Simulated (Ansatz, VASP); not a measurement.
Two plane-wave programs on RbBr

```
Rb Br
1.0
     0.00000    3.15330    3.42750
     3.15330    0.00000    3.42750
     3.15330    3.15330    0.00000
Rb Br
1 1
Direct
  0.00000 0.00000 0.00000
  0.50000 0.50000 0.50000
```

Change from the starting cell: strain -0.080 along x and y, +0.000 along z, atoms carried along.

Alike in both runs: task single point; functional LDA; k mesh 6 × 6 × 6; occupations gaussian, width 0.05 eV; no spin polarisation.

|  | VASP | Ansatz |
| --- | --- | --- |
| version | VASP 6.6.1 | Ansatz 0.2.0 |
| potentials or method | VASP PAW LDA potentials, release 64 (Rb_sv, Br), cutoff 520 eV | scalar-relativistic, plane waves, PAW |
| valence electrons in the cell | 16 | 16 |

|  | VASP | Ansatz | Ansatz less VASP |
| --- | --- | --- | --- |
| gap on the k mesh at the Fermi level (eV) | 4.28 | 4.27 | -0.007 |
| least direct gap on the mesh (eV) | 4.28 | 4.27 | -0.007 |
| pressure (GPa) | 2.5 | 2.4 | -0.10 |
| traceless stress, the component that is largest in VASP (GPa) | -3.15 | -3.09 | +0.060 |

LDA's correlation is that of Perdew and Zunger in VASP and of Perdew and Wang (1992) in Ansatz.
